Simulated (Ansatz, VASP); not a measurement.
# One calculation of In2O3, two programs

```
In O
1.0
     2.83644    1.63762    4.99997
    -2.83644    1.63762    4.99997
     0.00000   -3.27523    4.99997
In O
4 6
Direct
  0.85597 0.85597 0.85597
  0.35597 0.35597 0.35597
  0.14403 0.14403 0.14403
  0.64403 0.64403 0.64403
  0.45290 0.04710 0.75000
  0.04710 0.75000 0.45290
  0.54710 0.95290 0.25000
  0.25000 0.54710 0.95290
  0.95290 0.25000 0.54710
  0.75000 0.45290 0.04710
```

Change from the starting cell: hydrostatic strain +3.0%.

Alike in both runs: task single point; functional r2SCAN; k mesh 6 × 6 × 6; no spin polarisation.

|  | VASP | Ansatz |
| --- | --- | --- |
| version | VASP 6.6.1 | Ansatz 0.2.0 |
| potentials or method | VASP PAW PBE potentials, release 64 (In_d, O) | plane waves, PAW |
| plane-wave cutoff (eV) | 520 | 500 |
| occupations | gaussian, width 0.01 eV | fixed |
| valence electrons in the cell | 88 | 88 |

Ansatz gave:

| Property | Result |
| --- | --- |
| gap on the k mesh at the Fermi level (eV) | 1.20 |
| pressure (GPa) | -13.0 |
| traceless stress, the component that is largest in VASP (GPa) | 1.68 |
| rms of the force components (eV/Å) | 0.001 |

Estimate VASP's values.

gap on the k mesh at the Fermi level (eV): 1.20; pressure (GPa): -12.2; traceless stress, the component that is largest in VASP (GPa): 1.60; rms of the force components (eV/Å): 0.006.

VASP's potentials were made for PBE, not for r2SCAN. Atom by atom the forces differ by 0.005 eV/Å (rms over components).
